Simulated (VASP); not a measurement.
# In (Fd-3m) in VASP: a series of runs, part 2 of 2

VASP 6.6.1.

### 4 Single point, LDA

This run uses another cell than the first one, of 33.76 Å³/atom, 0.893 times its volume.

INCAR reads:

```
  PREC = Accurate
  ENCUT = 520
  EDIFF = 1E-6
  ISMEAR = -1
  SIGMA = 0.1
  LREAL = False
  LASPH = True
  NELM = 60
  ALGO = Normal
  ISIF = 2
  LWAVE = False
  LCHARG = False
  NBANDS = 20
```

KPOINTS reads:

```
Automatic mesh
0
Gamma
  14 14 14
```

POSCAR reads:

```
In
1.0
    0.0000000000      3.2318361818      3.2318361818
    3.2318361818      0.0000000000      3.2318361818
    3.2318361818      3.2318361818      0.0000000000
In
2
Direct
    0.1250000000      0.1250000000      0.1250000000
    0.8750000000      0.8750000000      0.8750000000
```

Potentials or basis: VASP PAW LDA potentials, release 64 (In_d).

Run with:

```bash
$ cat potpaw_LDA.64/In_d/POTCAR > POTCAR
$ mpirun -np 1 vasp_std > vasp.out
```

OUTCAR:

```text
PREC = Accurate
   ENCUT = 520
   EDIFF = 1E-6
   ISMEAR = -1
   LREAL = False
   LASPH = True
   NELM = 60
   ISIF = 2

 ion  position               nearest neighbor table
   1  0.125  0.125  0.125-   2 2.80   2 2.80   2 2.80   2 2.80
   2  0.875  0.875  0.875-   1 2.80   1 2.80   1 2.80   1 2.80

  LATTYP: Found a face centered cubic cell.
 ALAT       =     6.4636723636

  Lattice vectors:

 A1 = (   0.0000000000,   3.2318361818,   3.2318361818)
 A2 = (   3.2318361818,   0.0000000000,   3.2318361818)
 A3 = (   3.2318361818,   3.2318361818,   0.0000000000)

Analysis of symmetry for initial positions (statically):
=====================================================================
 Subroutine PRICEL returns:
 Original cell was already a primitive cell.

 Routine SETGRP: Setting up the symmetry group for a
 face centered cubic supercell.

 Subroutine GETGRP returns: Found 48 space group operations
 (whereof 12 operations were pure point group operations)
 out of a pool of 48 trial point group operations.

The static configuration has the point symmetry D_3d.
 The point group associated with its full space group is O_h .

Analysis of symmetry for dynamics (positions and initial velocities):
=====================================================================
 Subroutine PRICEL returns:
 Original cell was already a primitive cell.

 Routine SETGRP: Setting up the symmetry group for a
 face centered cubic supercell.

 Subroutine GETGRP returns: Found 48 space group operations
 (whereof 12 operations were pure point group operations)
 out of a pool of 48 trial point group operations.

The dynamic configuration has the point symmetry D_3d.
 The point group associated with its full space group is O_h .

 Subroutine INISYM returns: Found 48 space group operations
 (whereof 12 operations are pure point group operations),
 and found     1 'primitive' translations

[... 107 lines left out ...]
   EMIN   =  10.00;   EMAX   =-10.00  energy-range for DOS
   EFERMI =   0.00;   METHOD = LEGACY
   ISMEAR =    -1;   SIGMA  =   0.10  broadening in eV -4-tet -1-fermi 0-gaus
   EFERMI_NEDOS =   21; number of points for ismear=-14 and -15
   IALGO  =     38    algorithm
   IMIX   =      4    mixing-type and parameters
     AMIX     =   0.40;   BMIX     =  1.00
     AMIX_MAG =   1.60;   BMIX_MAG =  1.00
  volume/ion in A,a.u.               =      33.76       227.80
  Fermi-wavevector in a.u.,A,eV,Ry     =   1.191077  2.250810 19.302111  1.418665
  Thomas-Fermi vector in A             =   2.327147
   LORBIT       =      0    0 simple, 1 ext, 2 COOP (PROOUT), +10 PAW based schemes
   GGA     = CA    functional components
   LHFCALC =     F    Hartree Fock is set to
   AEXX    =    0.0000 exact exchange contribution
   IVDW    =     0    specifies the selected vdW correction
   LEPSILON=     F    determine dielectric tensor
   LRPA    =     F    only Hartree local field effects (RPA)
 non-spin polarized calculation
  energy-cutoff  :      520.00
  volume of cell :       67.51
 maximum number of plane-waves:      1841
 NGX is ok and might be reduce to    36
   NGX = 17   NGY = 17   NGZ = 17

 number of electron      25.9999988 magnetization

 Free energy of the ion-electron system (eV)
  ---------------------------------------------------
  ext. energy  EPLUGINS =         0.00000000
  ---------------------------------------------------
  free energy    TOTEN  =        -5.70187066 eV

  energy without entropy =       -5.65086272  energy(sigma->0) =       -5.67636669

 E-fermi :   4.2241     XC(G=0):  -9.0898

 val. band max:        4.2147382667   @ k =   0.3571   0.2143   0.0714
 cond. band min:       4.2293423921   @ k =   0.5000   0.2857   0.0000
 fundamental gap:      0.0146041254
 Fermi energy:         4.2241201907

 k-point     1 :       0.0000    0.0000    0.0000
  band No.  band energies     occupation
      1     -10.4147      2.00000
      2     -10.4147      2.00000
      3     -10.4147      2.00000
      4     -10.3360      2.00000
      5     -10.3360      2.00000
      6      -9.8184      2.00000
[... 541 lines left out ...]
     19      12.5883      0.00000
     20      13.1373      0.00000

 [... further k-points ...]

------------------------ aborting loop because EDIFF is reached ----------------------------------------

  FORCE on cell =-STRESS in cart. coord.  units (eV):
  Direction    XX          YY          ZZ          XY          YZ          ZX
  --------------------------------------------------------------------------------------
  -------------------------------------------------------------------------------------
  Total        0.0441107      0.0441107      0.0441107     -0.0000000      0.0000000     -0.0000000
  in kB        1.0468299      1.0468299      1.0468299     -0.0000000      0.0000000     -0.0000000
  external PRESSURE =       1.0468299 kB  Pullay stress =       0.0000000 kB

 VOLUME and BASIS-vectors are now :
 -----------------------------------------------------------------------------
  energy-cutoff  :      520.00
  volume of cell :       67.51
      direct lattice vectors                 reciprocal lattice vectors
     0.000000000  3.231836182  3.231836182    -0.154710812  0.154710812  0.154710812
     3.231836182  0.000000000  3.231836182     0.154710812 -0.154710812  0.154710812
     3.231836182  3.231836182  0.000000000     0.154710812  0.154710812 -0.154710812

 POSITION                                       TOTAL-FORCE (eV/Angst)
 -----------------------------------------------------------------------------------
      0.80796      0.80796      0.80796         0.000000      0.000000     -0.000000
      5.65571      5.65571      5.65571        -0.000000      0.000000      0.000000
 -----------------------------------------------------------------------------------
    total drift:                                0.000000      0.000000      0.000000

  FREE ENERGIE OF THE ION-ELECTRON SYSTEM (eV)
  ---------------------------------------------------
  free  energy   TOTEN  =        -5.7018706624 eV

  energy  without entropy=       -5.6508627219  energy(sigma->0) =       -5.67636669
```

It took 54 s on 1 thread of Intel Xeon 6975P-C (Granite Rapids), shared host; peak memory 0.24 GiB.

Results:

```yaml
Free_energy: -5.7019 eV
Pressure: 0.1 GPa
Band_gap_on_the_k_mesh: zero (band 13 reaches 6.82 eV, above the bottom of band 14 at 3.01 eV)
```

Caveat: spin-orbit coupling is left out, which moves the levels of the heavy elements.

### 5 Single point, LDA, non-collinear spin, zero start, spin-orbit coupling

This run uses another cell than the first one, of 33.76 Å³/atom, 0.893 times its volume.

INCAR reads:

```
PREC = Accurate ; ENCUT = 520
EDIFF = 1E-6 ; ISMEAR = -1
SIGMA = 0.1 ; LREAL = F
LASPH = T ; NELM = 150
ALGO = Normal ; ISIF = 2
LWAVE = F ; LCHARG = F
MAGMOM = 0 0 0 0 0 0 ; LORBIT = 11
LSORBIT = T ; GGA_COMPAT = F
LORBMOM = T ; GGA = CA
NBANDS = 38
```

KPOINTS reads:

```
regular mesh
0
Gamma
  9 9 9
```

POSCAR is that of step 4.

Run with:

```bash
$ cat potpaw_LDA.64/In_d/POTCAR > POTCAR
$ mpirun -np 1 vasp_ncl > vasp.out
```

It took 1.9 min on 1 thread of Intel Xeon 6975P-C (Granite Rapids), shared host; peak memory 0.35 GiB.

Results (log left out):

| Quantity | Value |
| --- | --- |
| Free energy | -5.7826 eV |
| Pressure | 0.0 GPa |
| Net moment | 0.00 μB per cell |
| Valence electrons inside the program's atomic spheres | In 11.47 |

Moments on the atoms (μB; x, y, z):
```
In  0.00 0.00 0.00
In  0.00 0.00 0.00
```

### 6 The runs side by side

| task | spin | cell | k mesh | cutoff (eV) | gap on the mesh (eV) | pressure (GPa) |
| --- | --- | --- | --- | --- | --- | --- |
| single point | off | a = 4.746 Å, angles 60.0°, 2 atoms | 10 × 10 × 10 | 520 | none | -2.7 |
| relaxation of cell and atoms | off | relaxed from a = 4.639 Å, angles 60.0°, 2 atoms | 8 × 8 × 8 | 600 | none | 0.0 |
| single point | off | a = 4.571 Å, angles 60.0°, 2 atoms | 14 × 14 × 14 | 520 | none | 0.1 |
| single point | non-collinear, zero start, SOC | a = 4.571 Å, angles 60.0°, 2 atoms | 9 × 9 × 9 | 520 | - | 0.0 |

Alike in all rows: level LDA; potentials or basis VASP PAW LDA potentials, release 64 (In_d); smearing fermi-dirac 0.1 eV.

Caveats: spin-orbit coupling is left out, which moves the levels of the heavy elements (some runs).

Absolute energies hang on the potentials; compare differences alone.
